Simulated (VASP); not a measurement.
# Mg (P6_3/mmc) in VASP: relaxation of volume and atoms at fixed shape with LDA

Aim: the relaxation of volume and atoms at fixed shape of Mg with LDA.

Program: VASP 6.6.1. These are calculated values, not measurements. Logs are shortened: lines on timing, memory, paths and dates and some standing lists are left out, and cuts for length are marked.

## (1) The cell of the first run

It takes space group P6_3/mmc (No. 194, hexagonal). The conventional cell has a = 3.209 Å, b = 3.209 Å, c = 5.210 Å, α = 90.00°, β = 90.00°, γ = 120.00°. Mg (site symmetry -6m2) has 12 Mg at 3.20 to 3.21 Å within 4.2 Å.

## (2) Relaxation of volume and atoms at fixed shape, LDA

Input file INCAR:

```
SYSTEM = Mg
PREC     = Accurate       ! precision mode
ENCUT    = 840            ! plane-wave cutoff, eV
EDIFF    = 1E-7           ! SCF threshold, eV
ISMEAR   = -1             ! smearing method
SIGMA    = 0.05           ! smearing width, eV
LREAL    = .FALSE.        ! projectors in reciprocal space
LASPH    = .TRUE.         ! aspherical terms in the spheres
NELM     = 120            ! most SCF steps
ALGO     = Normal         ! electronic algorithm
ISIF     = 8              ! what is computed and relaxed
LWAVE    = .FALSE.        ! write WAVECAR
LCHARG   = .FALSE.        ! write CHGCAR
GGA      = CA             ! functional
IBRION   = 2              ! ionic algorithm
NSW      = 80             ! ionic steps
EDIFFG   = -0.03          ! ionic threshold
GGA_COMPAT= .FALSE.      
NELMIN   = 4
```

Input file KPOINTS:

```
regular mesh
0
G
  8 8 5
  0 0 0
```

Input file POSCAR:

```
Mg
1.0
    3.2093000000      0.0000000000      0.0000000000
   -1.6046500000      2.7793353300      0.0000000000
    0.0000000000      0.0000000000      5.2103000000
Mg
2
Direct
    0.3333333300      0.6666666700      0.2500000000
    0.6666666700      0.3333333300      0.7500000000
```

Potentials or basis: VASP PAW LDA potentials, release 64 (Mg_sv).

Started as:

```sh
> cat potpaw_LDA.64/Mg_sv/POTCAR > POTCAR
> mpirun -np 1 vasp_std > vasp.out
```

OUTCAR:

```text
SYSTEM = Mg
   PREC = Accurate
   ENCUT = 840
   EDIFF = 1E-7
   ISMEAR = -1
   LREAL = .FALSE.
   LASPH = .TRUE.
   NELM = 120
   ISIF = 8
   GGA = CA
   IBRION = 2
   NSW = 80
   EDIFFG = -0.03
   NELMIN = 4

 ion  position               nearest neighbor table
   1  0.333  0.667  0.250-
   2  0.667  0.333  0.750-

  LATTYP: Found a hexagonal cell.
 ALAT       =     3.2093000000
 C/A-ratio  =     1.6235004518

  Lattice vectors:

 A1 = (   3.2093000000,   0.0000000000,   0.0000000000)
 A2 = (  -1.6046500000,   2.7793353300,   0.0000000000)
 A3 = (   0.0000000000,   0.0000000000,   5.2103000000)

Analysis of symmetry for initial positions (statically):
=====================================================================
 Subroutine PRICEL returns:
 Original cell was already a primitive cell.

 Routine SETGRP: Setting up the symmetry group for a
 hexagonal supercell.

 Subroutine GETGRP returns: Found 24 space group operations
 (whereof 12 operations were pure point group operations)
 out of a pool of 24 trial point group operations.

The static configuration has the point symmetry D_3d.
 The point group associated with its full space group is D_6h.

Analysis of symmetry for dynamics (positions and initial velocities):
=====================================================================
 Subroutine PRICEL returns:
 Original cell was already a primitive cell.

 Routine SETGRP: Setting up the symmetry group for a
 hexagonal supercell.

 Subroutine GETGRP returns: Found 24 space group operations
 (whereof 12 operations were pure point group operations)
 out of a pool of 24 trial point group operations.

The dynamic configuration has the point symmetry D_3d.
 The point group associated with its full space group is D_6h.

 Subroutine INISYM returns: Found 24 space group operations
 (whereof 12 operations are pure point group operations),
 and found     1 'primitive' translations

----------------------------------------------------------------------------------------

                                     Primitive cell

  volume of cell :      46.4744

  direct lattice vectors                    reciprocal lattice vectors
     3.209300000  0.000000000  0.000000000     0.311594429  0.179899127  0.000000000
    -1.604650000  2.779335330  0.000000000     0.000000000  0.359798254  0.000000000
     0.000000000  0.000000000  5.210300000     0.000000000  0.000000000  0.191927528

  length of vectors
     3.209300000  3.209300001  5.210300000     0.359798255  0.359798254  0.191927528

  position of ions in fractional coordinates (direct lattice)
     0.333333330  0.666666670  0.250000000
     0.666666670  0.333333330  0.750000000

  ion indices of the primitive-cell ions
   primitive index   ion index
                 1           1
                 2           2

----------------------------------------------------------------------------------------

 KPOINTS: regular mesh

Automatic generation of k-mesh.
 Grid dimensions read from file:
 generate k-points for:    8    8    5

 Generating k-lattice:

  Cartesian coordinates                     Fractional coordinates (reciprocal lattice)
     0.038949304  0.022487391  0.000000000     0.125000000 -0.000000000  0.000000000
     0.000000000  0.044974782  0.000000000     0.000000000  0.125000000  0.000000000
     0.000000000  0.000000000  0.038385506     0.000000000  0.000000000  0.200000000

  Length of vectors
     0.044974782  0.044974782  0.038385506

  Shift w.r.t. Gamma in fractional coordinates (k-lattice)
     0.000000000  0.000000000  0.000000000

 Subroutine IBZKPT returns following result:
 ===========================================

 Found     30 irreducible k-points:

 Following reciprocal coordinates:
            Coordinates               Weight
  0.000000  0.000000  0.000000      1.000000
  0.125000  0.000000  0.000000      6.000000
  0.250000  0.000000  0.000000      6.000000
  0.375000  0.000000  0.000000      6.000000
  0.500000  0.000000  0.000000      3.000000
  0.125000  0.125000  0.000000      6.000000
[... 16 lines left out ...]
  0.250000  0.000000  0.400000     12.000000
  0.375000  0.000000  0.400000     12.000000
 [... further k-points ...]
   k-points           NKPTS =     30   k-points in BZ     NKDIM =     30   number of bands    NBANDS=     14
   number of dos      NEDOS =    301   number of ions     NIONS =      2
   total plane-waves  NPLWV =  45000
   dimension x,y,z NGX =    30 NGY =   30 NGZ =   50
   dimension x,y,z NGXF=    60 NGYF=   60 NGZF=  100
   ions per type =               2
   NGX,Y,Z   is equivalent  to a cutoff of  15.54, 15.54, 15.95 a.u.
   NGXF,Y,Z  is equivalent  to a cutoff of  31.08, 31.08, 31.91 a.u.
 SYSTEM =  Mg
   PREC   = accura    normal or accurate (medium, high low for compatibility)
   ISTART =      0    job   : 0-new  1-cont  2-samecut
   ICHARG =      2    charge: 1-file 2-atom 10-const
   ISPIN  =      1    spin polarized calculation?
   LNONCOLLINEAR =      F non collinear calculations
   LSORBIT =      F    spin-orbit coupling
   LASPH  =      T    aspherical Exc in radial PAW
   ENCUT  =  840.0 eV  61.74 Ry    7.86 a.u.   7.58  7.58 12.31*2*pi/ulx,y,z
   NELM   =    120;   NELMIN=  4; NELMDL= -5     # of ELM steps
   EDIFF  = 0.1E-06   stopping-criterion for ELM
   LREAL  =      F    real-space projection
   EDIFFG = -.3E-01   stopping-criterion for IOM
   NSW    =     80    number of steps for IOM
   IBRION =      2    ionic relax: 0-MD 1-quasi-New 2-CG
   NFREE  =      1    steps in history (QN), initial steepest desc. (CG)
   ISIF   =      8    stress and relaxation
   ISYM   =      2    0-nonsym 1-usesym 2-fastsym
   POTIM  = 0.5000    time-step for ionic-motion
   TEBEG  =    0.0;   TEEND  =   0.0 temperature during run
   PSTRESS=    0.0 pullay stress
   NELECT =      20.0000    total number of electrons
   NUPDOWN=      -1.0000    fix difference up-down
   EMIN   =  10.00;   EMAX   =-10.00  energy-range for DOS
   EFERMI =   0.00;   METHOD = LEGACY
   ISMEAR =    -1;   SIGMA  =   0.05  broadening in eV -4-tet -1-fermi 0-gaus
   EFERMI_NEDOS =   21; number of points for ismear=-14 and -15
   IALGO  =     38    algorithm
   IMIX   =      4    mixing-type and parameters
     AMIX     =   0.40;   BMIX     =  1.00
     AMIX_MAG =   1.60;   BMIX_MAG =  1.00
  volume/ion in A,a.u.               =      23.24       156.81
  Fermi-wavevector in a.u.,A,eV,Ry     =   1.235986  2.335675 20.785090  1.527661
  Thomas-Fermi vector in A             =   2.370613
   LORBIT       =      0    0 simple, 1 ext, 2 COOP (PROOUT), +10 PAW based schemes
   GGA     = CA    functional components
   LHFCALC =     F    Hartree Fock is set to
   AEXX    =    0.0000 exact exchange contribution
   IVDW    =     0    specifies the selected vdW correction
   LEPSILON=     F    determine dielectric tensor
   LRPA    =     F    only Hartree local field effects (RPA)
 conjugate gradient relaxation of ions
 non-spin polarized calculation
  energy-cutoff  :      840.00
  volume of cell :       46.47
 maximum number of plane-waves:      2595
   NGX = 15   NGY = 15   NGZ = 25

--------------------------------------- Ionic step        1  -------------------------------------------

 number of electron      19.9999989 magnetization

 Free energy of the ion-electron system (eV)
  ---------------------------------------------------
  ext. energy  EPLUGINS =         0.00000000
  ---------------------------------------------------
  free energy    TOTEN  =        -3.54623255 eV

  energy without entropy =       -3.54165444  energy(sigma->0) =       -3.54394350

------------------------ aborting loop because EDIFF is reached ----------------------------------------

  FORCE on cell =-STRESS in cart. coord.  units (eV):
  Direction    XX          YY          ZZ          XY          YZ          ZX
  --------------------------------------------------------------------------------------
  -------------------------------------------------------------------------------------
  Total       -0.8337553     -0.8337553     -0.7465265      0.0000000     -0.0000000      0.0000000
  in kB      -28.7432043    -28.7432043    -25.7360464      0.0000000     -0.0000000      0.0000000
  external PRESSURE =     -27.7408183 kB  Pullay stress =       0.0000000 kB
[... 57 lines left out ...]
  energy  without entropy=       -3.5698866323  energy(sigma->0) =       -3.57238546

--------------------------------------- Ionic step        3  -------------------------------------------

 number of electron      20.0000016 magnetization

 Free energy of the ion-electron system (eV)
  ---------------------------------------------------
  ext. energy  EPLUGINS =         0.00000000
  ---------------------------------------------------
  free energy    TOTEN  =        -3.57623418 eV

  energy without entropy =       -3.57114321  energy(sigma->0) =       -3.57368870

 E-fermi :   2.5430     XC(G=0):  -9.1764

 val. band max:        2.5158226425   @ k =   0.2500   0.2500   0.2000
 cond. band min:       2.8198812599   @ k =   0.2500   0.1250   0.0000
 fundamental gap:      0.3040586174
 Fermi energy:         2.5430381951

 k-point     1 :       0.0000    0.0000    0.0000
  band No.  band energies     occupation
      1     -72.5764      2.00000
      2     -72.5720      2.00000
      3     -40.0898      2.00000
      4     -40.0479      2.00000
      5     -40.0479      2.00000
      6     -40.0470      2.00000
      7     -40.0416      2.00000
      8     -40.0416      2.00000
      9      -4.6478      2.00000
     10       0.7926      2.00000
     11       1.2707      2.00000
     12      13.7966      0.00000
     13      13.7966      0.00000
     14      13.9712      0.00000
[... 375 lines left out ...]
 k-point    24 :       0.3750    0.0000    0.4000
  band No.  band energies     occupation
      1     -72.5722      2.00000
      2     -72.5715      2.00000
      3     -40.0807      2.00000
      4     -40.0773      2.00000
      5     -40.0599      2.00000
      6     -40.0551      2.00000
      7     -40.0529      2.00000
      8     -40.0499      2.00000
      9      -0.9078      2.00000
     10       0.1962      2.00000
     11       3.9625      0.00000
     12       5.0204      0.00000
     13       8.7776      0.00000
     14      10.7042      0.00000

 [... further k-points ...]

------------------------ aborting loop because EDIFF is reached ----------------------------------------

  FORCE on cell =-STRESS in cart. coord.  units (eV):
  Direction    XX          YY          ZZ          XY          YZ          ZX
  --------------------------------------------------------------------------------------
  -------------------------------------------------------------------------------------
  Total       -0.0257403     -0.0257403      0.0647616      0.0000000      0.0000000      0.0000000
  in kB       -0.9562348     -0.9562348      2.4058526      0.0000000      0.0000000      0.0000000
  external PRESSURE =       0.1644610 kB  Pullay stress =       0.0000000 kB
[... 17 lines left out ...]
  FREE ENERGIE OF THE ION-ELECTRON SYSTEM (eV)
  ---------------------------------------------------
  free  energy   TOTEN  =        -3.5762341756 eV

  energy  without entropy=       -3.5711432144  energy(sigma->0) =       -3.57368870

 reached required accuracy - stopping structural energy minimisation
```

Run time: 67 s. Hardware: 1 thread of Intel Xeon Platinum 8375C at 2.90GHz (Ice Lake), shared host; peak memory 0.18 GiB.

What came out:

| Property | Result |
| --- | --- |
| Free energy | -3.5762 eV |
| Relaxed volume | 21.56 Å³/atom |
| Relaxed cell | a = 3.130 Å, b = 3.130 Å, c = 5.082 Å, α = 90.00°, β = 90.00°, γ = 120.00° |
| Space group after relaxing (to 0.1 Å) | P6_3/mmc (No. 194) |
| Energy gained by relaxing | 15.0 meV/atom |
| Ionic steps | 3 |
| Pressure after relaxing | 0.0 GPa |
| Band gap on the k mesh | zero (bands 10 and 11 overlap by 2.29 eV) |

Step by step:
| step | energy change (eV) | largest force (eV/Å) | pressure (GPa) | volume (Å³) |
| --- | --- | --- | --- | --- |
| 1 | 0.0000 | 0.0000 | -2.77 | 46.47 |
| 2 | -0.0287 | 0.0000 | -0.64 | 43.82 |
| 3 | -0.0300 | 0.0000 | 0.02 | 43.13 |

Final structure:
```
Mg
1.0
     3.13034    0.00000    0.00000
    -1.56517    2.71096    0.00000
     0.00000    0.00000    5.08211
Mg
2
Cartesian
  0.0000 1.8073 1.2705
  1.5652 0.9037 3.8116
```

Levels at points of the mesh, in eV from the Fermi level:
```tsv
k point	band 6	band 7	band 8	band 9	band 10	band 11	band 12	band 13	band 14
(0.00, 0.00, 0.00)	-42.59	-42.58	-42.58	-7.19	-1.75	-1.27	11.25	11.25	11.43
(0.50, 0.00, 0.00)	-42.60	-42.60	-42.59	-2.22	-2.20	2.74	3.08	3.41	3.83
```

The gap in the log of VASP goes by the Fermi energy; the results here count the filled bands.